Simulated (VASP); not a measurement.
Here is a VASP 6.6.1 calculation.

Contents of INCAR:

```
SYSTEM = Ag
ALGO = Normal
EDIFF = 1E-6
ENCUT = 520
GGA = PS
ISIF = 2
ISMEAR = -1
LASPH = .TRUE.
LCHARG = .FALSE.
LREAL = .FALSE.
LWAVE = .FALSE.
NBANDS = 12
NELM = 60
PREC = Accurate
SIGMA = 0.03
```

File KPOINTS:

```
k-points
0
G
  15 15 15
  0 0 0
```

File POSCAR:

```
Ag
1.0
    0.0000000000      2.0635310000      2.0431000000
    2.0635310000      0.0000000000      2.0431000000
    2.0635310000      2.0635310000      0.0000000000
Ag
1
Direct
    0.0000000000      0.0000000000      0.0000000000
```

Potentials or basis: VASP PAW PBE potentials, release 64 (Ag).

Command:

```sh
$ cat potpaw_PBE.64/Ag/POTCAR > POTCAR
$ mpirun -np 1 vasp_std > vasp.out
```

(1) What does it give for the pressure?

Answers

(1) -4.8 GPa.

Caveat: the cell differs from its parent crystal (equal xx and yy strain of +1 %); the PAW data sets were made with another functional, which shifts forces and pressure a little.
